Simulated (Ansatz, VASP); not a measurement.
# Sc2BP3: VASP beside Ansatz

Contents of INCAR:

```
SYSTEM = Sc2BP3
ALGO = Normal
EDIFF = 1E-6
ENCUT = 520
GGA = PE
ISIF = 2
ISMEAR = 0
LASPH = .True.
LCHARG = .False.
LREAL = .False.
LWAVE = .False.
NBANDS = 29
NELM = 60
PREC = Accurate
SIGMA = 0.1
```

KPOINTS

```
k-points
0
Gamma
  4 6 4
  0 0 0
```

POSCAR

```
Sc2BP3
1.0
    3.9235823364      0.0000000000      0.0000000000
    0.0000000000      3.2995142828      0.0000000000
   -1.8898620235      0.0000000000      7.1165790881
Sc B P
2 1 3
Direct
    0.5169920342      0.5000000000      0.2475377359
    0.9825995479      0.0000000000      0.7489372929
    0.6084781786      0.0000000000      0.9870963200
    0.3890697759      0.5000000000      0.6132295519
    0.1175099509      0.0000000000      0.3960563747
    0.8853505125      0.5000000000      0.0071427247
```

Input for Ansatz:

```yaml
crystal:
  lattice:
    - [3.9235823364, 0.0, 0.0]
    - [0.0, 3.2995142828, 0.0]
    - [-1.8898620235, 0.0, 7.1165790881]
  atoms:
    - { symbol: Sc, position: [0.5169920342, 0.5, 0.2475377359] }
    - { symbol: Sc, position: [0.9825995479, 0.0, 0.7489372929] }
    - { symbol: B, position: [0.6084781786, 0.0, 0.98709632] }
    - { symbol: P, position: [0.3890697759, 0.5, 0.6132295519] }
    - { symbol: P, position: [0.1175099509, 0.0, 0.3960563747] }
    - { symbol: P, position: [0.8853505125, 0.5, 0.0071427247] }
basis:
  ecutwfc: 420
kpoints:
  mp_grid: { grid: [4, 6, 4] }
hamiltonian:
  xc: pbe
scf:
  occupations: { method: gaussian, width: 0.1 }
  lower_state_search: "off"
output:
  forces: true
  stress: true
  eigenvalues: true
```

Change from the starting cell: the structure that the rattled cell fell into.

Alike in both runs: task single point; functional PBE; k mesh 4 × 6 × 4; occupations gaussian, width 0.1 eV; no spin polarisation.

```csv
,VASP,Ansatz
version,VASP 6.6.1,Ansatz 0.2.0
potentials or method,"VASP PAW PBE potentials, release 64 (Sc_sv, B, P), cutoff 520 eV","scalar-relativistic, plane waves, PAW"
valence electrons in the cell,40,40
```

|  | VASP | Ansatz | Ansatz less VASP |
| --- | --- | --- | --- |
| gap on the k mesh at the Fermi level (eV) | none | none | - |
| pressure (GPa) | 1.1 | 1.0 | -0.09 |
| traceless stress, the component that is largest in VASP (GPa) | 2.03 | 1.96 | -0.076 |
| rms of the force components (eV/Å) | 0.037 | 0.031 | -0.0055 |

Atom by atom the forces differ by 0.015 eV/Å (rms over components). A gap of «none» marks a metal or a gap that the smearing closes. The functional is the same, so the differences come from potentials, cutoffs and numerics.

The k mesh is coarse, so the values compare programs but aren't converged.
